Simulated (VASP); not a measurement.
# Co: single point with PBE

Co:

```
Co
1.0
     0.00000    1.80740    1.80740
     1.80740    0.00000    1.80740
     1.80740    1.80740    0.00000
Co
1
Direct
  0.00000 0.00000 0.00000
```

```json
{
  "Program": "VASP 6.6.1",
  "Task": "single point",
  "Functional": "PBE",
  "Potentials or basis": "VASP PAW PBE potentials, release 64 (Co)",
  "Cutoff": "520 eV",
  "k mesh": "15 × 15 × 15",
  "Occupations": "fermi-dirac, width 0.1 eV",
  "Spin": "collinear spin, ferromagnetic start",
  "Starting moments": "[2.97] μB",
  "Fixed moment": "2.97 μB"
}
```

The pressure is 18.3 GPa and the net moment is 2.97 μB per cell. The site moments are Co +2.82 μB. The valence electrons inside the program's atomic spheres are Co 8.05.

Wall time 36 s on 1 thread of AMD EPYC 7R43 64-Core Processor (Zen 3), with other jobs on the host, peak memory 0.11 GiB.

Caveat: the total moment is fixed, so each spin has its own Fermi level.
